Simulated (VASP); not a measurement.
# AgI (P6_3mc) in VASP: single point with HSE06

Aim: the single point of AgI with HSE06.

Everything below comes from runs of VASP 6.6.1. Logs are shortened: lines on timing, memory, paths and dates and some standing lists are left out, and cuts for length are marked.

**1. The cell of the first run**

The structure is hexagonal, space group P6_3mc (No. 186). The conventional cell has a = 4.651 Å, b = 4.651 Å, c = 7.600 Å, α = 90.00°, β = 90.00°, γ = 120.00°. Ag (site symmetry 3m) has 4 I at 2.85 Å within 3.8 Å. I (site symmetry 3m) has 4 Ag at 2.85 Å within 3.8 Å.

**2. Single point, HSE06**

POSCAR reads:

```
AgI
1.0
    4.6507421514      0.0000000000      0.0000000000
   -2.3253710757      4.0276608495      0.0000000000
    0.0000000000      0.0000000000      7.5997163705
Ag I
2 2
Direct
    0.6666666667      0.3333333333      0.6275238183
    0.3333333333      0.6666666667      0.1275238183
    0.6666666667      0.3333333333      0.0024761817
    0.3333333333      0.6666666667      0.5024761817
```

INCAR.step1 reads:

```
PREC = Accurate
ENCUT = 400
EDIFF = 1E-5
ISMEAR = 0
SIGMA = 0.01
LREAL = False
LASPH = True
NELM = 120
ALGO = Normal
ISIF = 2
LWAVE = True
LCHARG = False
GGA = PE
NBANDS = 26
GGA_COMPAT = False
KPAR = 4
```

INCAR.step2 reads:

```
PREC = Accurate
ENCUT = 400
EDIFF = 1E-6
ISMEAR = 0
SIGMA = 0.01
LREAL = False
LASPH = True
NELM = 120
ALGO = Normal
ISIF = 2
LWAVE = False
LCHARG = False
GGA = PE
LHFCALC = True
HFSCREEN = 0.2079
PRECFOCK = Normal
ISTART = 1
NBANDS = 26
GGA_COMPAT = False
KPAR = 4
```

KPOINTS reads:

```
regular mesh
0
Gamma
  6 6 2
```

Potentials or basis: VASP PAW PBE potentials, release 64 (Ag, I).

Started as:

```console
$ cat potpaw_PBE.64/Ag/POTCAR potpaw_PBE.64/I/POTCAR > POTCAR
$ cp INCAR.step1 INCAR
$ mpirun -np 4 vasp_std > vasp.out
$ cp INCAR.step2 INCAR
$ mpirun -np 4 vasp_std > vasp.out
```

OUTCAR:

```text
PREC = Accurate
   ENCUT = 400
   EDIFF = 1E-6
   ISMEAR = 0
   LREAL = False
   LASPH = True
   NELM = 120
   ISIF = 2
   GGA = PE
   LHFCALC = True
   HFSCREEN = 0.2079
   PRECFOCK = Normal
   ISTART = 1

 ion  position               nearest neighbor table
   1  0.667  0.333  0.628-   4 2.85   4 2.85   4 2.85   3 2.85
   2  0.333  0.667  0.128-   3 2.85   3 2.85   3 2.85   4 2.85
   3  0.667  0.333  0.002-   2 2.85   2 2.85   2 2.85   1 2.85
   4  0.333  0.667  0.502-   1 2.85   1 2.85   1 2.85   2 2.85

  LATTYP: Found a hexagonal cell.
 ALAT       =     4.6507421514
 C/A-ratio  =     1.6340868023

  Lattice vectors:

 A1 = (   4.6507421514,   0.0000000000,   0.0000000000)
 A2 = (  -2.3253710757,   4.0276608495,   0.0000000000)
 A3 = (   0.0000000000,   0.0000000000,   7.5997163705)

Analysis of symmetry for initial positions (statically):
=====================================================================
 Subroutine PRICEL returns:
 Original cell was already a primitive cell.

 Routine SETGRP: Setting up the symmetry group for a
 hexagonal supercell.

 Subroutine GETGRP returns: Found 12 space group operations
 (whereof  6 operations were pure point group operations)
 out of a pool of 24 trial point group operations.

The static configuration has the point symmetry C_3v.
 The point group associated with its full space group is C_6v.

Analysis of symmetry for dynamics (positions and initial velocities):
=====================================================================
 Subroutine PRICEL returns:
 Original cell was already a primitive cell.

 Routine SETGRP: Setting up the symmetry group for a
 hexagonal supercell.

 Subroutine GETGRP returns: Found 12 space group operations
 (whereof  6 operations were pure point group operations)
 out of a pool of 24 trial point group operations.

The dynamic configuration has the point symmetry C_3v.
 The point group associated with its full space group is C_6v.

 Subroutine INISYM returns: Found 12 space group operations
 (whereof  6 operations are pure point group operations),
 and found     1 'primitive' translations

----------------------------------------------------------------------------------------

                                     Primitive cell

  volume of cell :     142.3549

  direct lattice vectors                    reciprocal lattice vectors
     4.650742151  0.000000000  0.000000000     0.215019446  0.124141535  0.000000000
    -2.325371076  4.027660850  0.000000000     0.000000000  0.248283070  0.000000000
     0.000000000  0.000000000  7.599716371     0.000000000  0.000000000  0.131583858

  length of vectors
     4.650742151  4.650742151  7.599716371     0.248283070  0.248283070  0.131583858

  position of ions in fractional coordinates (direct lattice)
     0.666666667  0.333333333  0.627523818
     0.333333333  0.666666667  0.127523818
     0.666666667  0.333333333  0.002476182
     0.333333333  0.666666667  0.502476182

  ion indices of the primitive-cell ions
   primitive index   ion index
                 1           1
                 2           2
                 3           3
                 4           4

----------------------------------------------------------------------------------------

 KPOINTS: regular mesh

Automatic generation of k-mesh.
 Grid dimensions read from file:
 generate k-points for:    6    6    2

 Generating k-lattice:

  Cartesian coordinates                     Fractional coordinates (reciprocal lattice)
     0.035836574  0.020690256  0.000000000     0.166666667  0.000000000  0.000000000
     0.000000000  0.041380512  0.000000000     0.000000000  0.166666667  0.000000000
     0.000000000  0.000000000  0.065791929     0.000000000  0.000000000  0.500000000

  Length of vectors
     0.041380512  0.041380512  0.065791929

  Shift w.r.t. Gamma in fractional coordinates (k-lattice)
     0.000000000  0.000000000  0.000000000

 Subroutine IBZKPT returns following result:
 ===========================================

 Found     14 irreducible k-points:

 Following reciprocal coordinates:
            Coordinates               Weight
  0.000000  0.000000  0.000000      1.000000
  0.166667  0.000000  0.000000      6.000000
  0.333333  0.000000  0.000000      6.000000
  0.500000  0.000000  0.000000      3.000000
  0.166667  0.166667  0.000000      6.000000
  0.333333  0.166667  0.000000     12.000000
  0.333333  0.333333  0.000000      2.000000
  0.000000  0.000000  0.500000      1.000000
  0.166667  0.000000  0.500000      6.000000
  0.333333  0.000000  0.500000      6.000000
  0.500000  0.000000  0.500000      3.000000
  0.166667  0.166667  0.500000      6.000000
  0.333333  0.166667  0.500000     12.000000
  0.333333  0.333333  0.500000      2.000000
   k-points           NKPTS =     14   k-points in BZ     NKDIM =     72   number of bands    NBANDS=     26
   number of dos      NEDOS =    301   number of ions     NIONS =      4
   total plane-waves  NPLWV =  45000
   dimension x,y,z NGX =    30 NGY =   30 NGZ =   50
   dimension x,y,z NGXF=    60 NGYF=   60 NGZF=  100
   ions per type =               2   2
   NGX,Y,Z   is equivalent  to a cutoff of  10.72, 10.72, 10.94 a.u.
   NGXF,Y,Z  is equivalent  to a cutoff of  21.45, 21.45, 21.88 a.u.
 SYSTEM =  unknown system
   PREC   = accura    normal or accurate (medium, high low for compatibility)
   ISTART =      1    job   : 0-new  1-cont  2-samecut
   ICHARG =      0    charge: 1-file 2-atom 10-const
   ISPIN  =      1    spin polarized calculation?
   LNONCOLLINEAR =      F non collinear calculations
   LSORBIT =      F    spin-orbit coupling
   LASPH  =      T    aspherical Exc in radial PAW
   ENCUT  =  400.0 eV  29.40 Ry    5.42 a.u.   7.58  7.58 12.39*2*pi/ulx,y,z
   NELM   =    120;   NELMIN=  2; NELMDL=  0     # of ELM steps
   EDIFF  = 0.1E-05   stopping-criterion for ELM
   LREAL  =      F    real-space projection
   EDIFFG = 0.1E-04   stopping-criterion for IOM
   NSW    =      0    number of steps for IOM
   IBRION =     -1    ionic relax: 0-MD 1-quasi-New 2-CG
   NFREE  =      0    steps in history (QN), initial steepest desc. (CG)
   ISIF   =      2    stress and relaxation
   ISYM   =      3    0-nonsym 1-usesym 2-fastsym
   POTIM  = 0.5000    time-step for ionic-motion
   TEBEG  =    0.0;   TEEND  =   0.0 temperature during run
   PSTRESS=    0.0 pullay stress
   NELECT =      36.0000    total number of electrons
   NUPDOWN=      -1.0000    fix difference up-down
   EMIN   =  10.00;   EMAX   =-10.00  energy-range for DOS
   EFERMI =   0.00;   METHOD = LEGACY
   ISMEAR =     0;   SIGMA  =   0.01  broadening in eV -4-tet -1-fermi 0-gaus
   EFERMI_NEDOS =   21; number of points for ismear=-14 and -15
   IALGO  =     38    algorithm
   IMIX   =      1    mixing-type and parameters
     AMIX     =   0.40;   BMIX     =  1.00
     AMIX_MAG =   1.60;   BMIX_MAG =  1.00
  volume/ion in A,a.u.               =      35.59       240.16
  Fermi-wavevector in a.u.,A,eV,Ry     =   1.035265  1.956367 14.582362  1.071773
  Thomas-Fermi vector in A             =   2.169600
   LORBIT       =      0    0 simple, 1 ext, 2 COOP (PROOUT), +10 PAW based schemes
   GGA     = PE    functional components
   LHFCALC =     T    Hartree Fock is set to
   PRECFOCK=normal    Normal, Fast or Accurate (Low or Medium for compatibility)
   ENCUT4O =  -1.0   cutoff for four orbital integrals eV
   NKREDX  =     1    reduce k-point grid by
   NKREDY  =     1    reduce k-point grid by
   NKREDZ  =     1    reduce k-point grid by
   AEXX    =    0.2500 exact exchange contribution
   HFSCREEN=    0.2079 screening length (either q_TF or 0.3 A-1)
   HFSCREENC=   0.2079 screening length for correlation (either q_TF or 0.3 A-1)
   ENCUTFOCK=  -1.0 apply spherical cutoff to Coloumb kernel
   IVDW    =     0    specifies the selected vdW correction
   LEPSILON=     F    determine dielectric tensor
   LRPA    =     F    only Hartree local field effects (RPA)
 non-spin polarized calculation
 Gauss-broadening in eV      SIGMA  =   0.01
  energy-cutoff  :      400.00
  volume of cell :      142.35
 maximum number of plane-waves:      2610
  NGX = 24; NGY = 24; NGZ = 40

 number of electron      35.9999985 magnetization

 Free energy of the ion-electron system (eV)
  ---------------------------------------------------
  ext. energy  EPLUGINS =         0.00000000
  ---------------------------------------------------
  free energy    TOTEN  =       -11.46834707 eV

  energy without entropy =      -11.46834707  energy(sigma->0) =      -11.46834707

 E-fermi :   2.0363     XC(G=0):  -6.8765

 val. band max:        1.9604776022   @ k =   0.0000   0.0000   0.0000
 cond. band min:       4.4668535458   @ k =   0.0000   0.0000   0.0000
 fundamental gap:      2.5063759436
 Fermi energy:         2.0362537120

 k-point     1 :       0.0000    0.0000    0.0000
  band No.  band energies     occupation
      1     -11.5206      2.00000
      2     -11.2252      2.00000
      3      -2.6045      2.00000
      4      -2.6017      2.00000
      5      -2.6017      2.00000
      6      -2.4540      2.00000
[... 18 lines left out ...]
     25       9.8636      0.00000
     26      10.4186      0.00000

 k-point     2 :       0.1667    0.0000    0.0000
  band No.  band energies     occupation
      1     -11.4571      2.00000
      2     -11.1945      2.00000
      3      -2.6056      2.00000
      4      -2.5580      2.00000
      5      -2.5558      2.00000
      6      -2.4266      2.00000
[... 18 lines left out ...]
     25       9.9904      0.00000
     26      10.4031      0.00000

 k-point     3 :       0.3333    0.0000    0.0000
  band No.  band energies     occupation
      1     -11.3158      2.00000
      2     -11.1421      2.00000
      3      -2.5912      2.00000
      4      -2.4704      2.00000
      5      -2.4602      2.00000
      6      -2.2744      2.00000
[... 282 lines left out ...]
 k-point    13 :       0.3333    0.1667    0.5000
  band No.  band energies     occupation
      1     -11.1778      2.00000
      2     -11.1778      2.00000
      3      -2.5026      2.00000
      4      -2.5026      2.00000
      5      -2.3136      2.00000
      6      -2.3136      2.00000
[... 18 lines left out ...]
     25      10.6685      0.00000
     26      10.6685      0.00000

 k-point    14 :       0.3333    0.3333    0.5000
  band No.  band energies     occupation
      1     -11.1524      2.00000
      2     -11.1524      2.00000
      3      -2.4017      2.00000
      4      -2.4017      2.00000
      5      -2.3623      2.00000
      6      -2.3623      2.00000
[... 18 lines left out ...]
     25      11.2867      0.00000
     26      11.2867      0.00000

------------------------ aborting loop because EDIFF is reached ----------------------------------------

  FORCE on cell =-STRESS in cart. coord.  units (eV):
  Direction    XX          YY          ZZ          XY          YZ          ZX
  --------------------------------------------------------------------------------------
  -------------------------------------------------------------------------------------
  Total        0.2576783      0.2576783      0.2556790      0.0000000      0.0000000      0.0000000
  in kB        2.9001189      2.9001189      2.8776175      0.0000000      0.0000000      0.0000000
  external PRESSURE =       2.8926185 kB  Pullay stress =       0.0000000 kB

 VOLUME and BASIS-vectors are now :
 -----------------------------------------------------------------------------
  energy-cutoff  :      400.00
  volume of cell :      142.35
      direct lattice vectors                 reciprocal lattice vectors
     4.650742151  0.000000000  0.000000000     0.215019446  0.124141535  0.000000000
    -2.325371076  4.027660850  0.000000000     0.000000000  0.248283070  0.000000000
     0.000000000  0.000000000  7.599716371     0.000000000  0.000000000  0.131583858

 POSITION                                       TOTAL-FORCE (eV/Angst)
 -----------------------------------------------------------------------------------
      2.32537      1.34255      4.76900         0.000000     -0.000000     -0.001305
     -0.00000      2.68511      0.96914        -0.000000      0.000000     -0.001305
      2.32537      1.34255      0.01882         0.000000      0.000000      0.001305
     -0.00000      2.68511      3.81868         0.000000      0.000000      0.001305
 -----------------------------------------------------------------------------------
    total drift:                               -0.000000      0.000001     -0.000209

  FREE ENERGIE OF THE ION-ELECTRON SYSTEM (eV)
  ---------------------------------------------------
  free  energy   TOTEN  =       -11.4683470739 eV

  energy  without entropy=      -11.4683470739  energy(sigma->0) =      -11.46834707
```

Run time: 9.5 min. Hardware: 4 MPI ranks of Intel Xeon 6975P-C (Granite Rapids), shared host; peak memory 0.34 GiB.

What came out:

```yaml
Free_energy: -11.4683 eV
Pressure: 0.3 GPa
Band_gap_on_the_k_mesh: 2.51 eV
```

Caveat: the PAW data sets were made with another functional, which shifts forces and pressure a little; spin-orbit coupling is left out, which moves the levels of the heavy elements.
